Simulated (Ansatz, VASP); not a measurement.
# One calculation of SrCdSiS4, two programs

```
CELL_PARAMETERS angstrom
10.28210 0.00000 0.00000
0.00000 5.07755 3.18495
0.00000 -5.07755 3.18495
ATOMIC_POSITIONS crystal
Sr 0.00000 0.00181 0.00181
Sr 0.50000 0.00181 0.00181
Cd 0.75000 0.27402 0.60882
Cd 0.25000 0.60882 0.27402
Si 0.75000 0.70659 0.27122
Si 0.25000 0.27122 0.70659
S 0.41805 0.46429 0.91322
S 0.58195 0.91322 0.46429
S 0.08195 0.46429 0.91322
S 0.91805 0.91322 0.46429
S 0.75000 0.71301 0.91368
S 0.25000 0.91368 0.71301
S 0.75000 0.32555 0.19280
S 0.25000 0.19280 0.32555
```

Alike in both runs: functional PBE; k mesh 3 × 5 × 5; occupations fermi-dirac, width 0.02 eV; no spin polarisation.

Ansatz relaxed the structure, and its values are those at the end. VASP's run is a single point on that final structure, the one shown.

```csv
,VASP,Ansatz
version,VASP 6.6.1,Ansatz 0.2.0
potentials or method,"VASP PAW PBE potentials, release 64 (Sr_sv, Cd, Si, S)","plane-wave PAW, scalar-relativistic"
plane-wave cutoff (eV),520,420
valence electrons in the cell,100,116
```

VASP gave:

- gap on the k mesh at the Fermi level (eV): 2.90
- pressure (GPa): 1.6
- rms of the force components (eV/Å): 0.020

What did Ansatz give for the same quantities?

gap on the k mesh at the Fermi level (eV): 2.89; pressure (GPa): 1.5; rms of the force components (eV/Å): 0.003.

The functional is the same, so the differences come from potentials, cutoffs and numerics. VASP's potentials hold 100 valence electrons a cell and Ansatz's 116, so a difference there can come from the potentials and not from the codes. Ansatz's warnings: stress scf threshold loose.
